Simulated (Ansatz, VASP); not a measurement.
**ZnAu: VASP beside Ansatz**

```
CELL_PARAMETERS angstrom
3.14700 0.00000 0.00000
0.00000 3.14700 0.00000
0.00000 0.00000 3.14700
ATOMIC_POSITIONS crystal
Zn 0.48014 0.50000 0.50000
Au 0.00000 0.00000 0.00000
```

Change from the starting cell: all Zn atoms moved +0.062 Å, as atom 1 towards its neighbour atom 1 (Zn) at 3.147 Å.

Alike in both runs: task single point; functional PBE; k mesh 16 × 16 × 16; occupations gaussian, width 0.15 eV; no spin polarisation.

```csv
,VASP,Ansatz
version,VASP 6.6.1,Ansatz 0.2.0
potentials or method,"VASP PAW PBE potentials, release 64 (Zn, Au), cutoff 500 eV","scalar-relativistic, plane waves, PAW"
valence electrons in the cell,23,31
```

Ansatz gave:

* gap on the k mesh at the Fermi level (eV): none
* pressure (GPa): 5.0
* traceless stress, the component that is largest in VASP (GPa): -0.12
* rms of the force components (eV/Å): 0.136

Task: Which values does VASP return?

Result: gap on the k mesh at the Fermi level (eV): none; pressure (GPa): 5.2; traceless stress, the component that is largest in VASP (GPa): -0.12; rms of the force components (eV/Å): 0.137.

Atom by atom the forces differ by 0.002 eV/Å (rms over components). A gap of «none» marks a metal or a gap that the smearing closes. VASP's potentials hold 23 valence electrons a cell and Ansatz's 31, so a difference there can come from the potentials and not from the codes.

Spin-orbit coupling is off throughout.
